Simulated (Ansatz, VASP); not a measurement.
## One calculation of FeGe, two programs

```
Ge Fe
1.0
     5.06337    0.00000    0.00000
    -2.53168    4.38501    0.00000
     0.00000    0.00000    4.16992
Ge Fe
3 3
Direct
  0.66667 0.33333 0.50000
  0.33333 0.66667 0.50000
  0.00000 0.00000 0.00000
  0.00000 0.50000 0.00000
  0.50000 0.50000 0.00000
  0.50000 0.00000 0.00000
```

Change from the starting cell: volume scaled by 1.04.

Alike in both runs: task single point; functional PBEsol; k mesh 6 × 6 × 7; occupations fermi-dirac, width 0.05 eV; collinear spin.

```csv
,VASP,Ansatz
version,VASP 6.6.1,Ansatz 0.2.0
potentials or method,"VASP PAW PBE potentials, release 64 (Ge_d, Fe), cutoff 520 eV","all-electron LAPW, scalar-relativistic"
```

|  | VASP | Ansatz | Ansatz less VASP |
| --- | --- | --- | --- |
| gap on the k mesh at the Fermi level (eV) | none | none | - |
| pressure (GPa) | -13.9 | -14.1 | -0.16 |
| traceless stress, the component that is largest in VASP (GPa) | 0.15 | 0.27 | +0.120 |
| net moment per atom (μB) | 0.75 | 0.75 | -0.001 |
| size of the moment on the site where the two differ most (μB) | 1.58 | 1.60 | +0.020 |

VASP's potentials were made for PBE, not for PBEsol. Site moments also hang on the region over which each program counts them. A gap of «none» marks a metal or a gap that the smearing closes. Ansatz ran all-electron here, and VASP with PAW potentials.
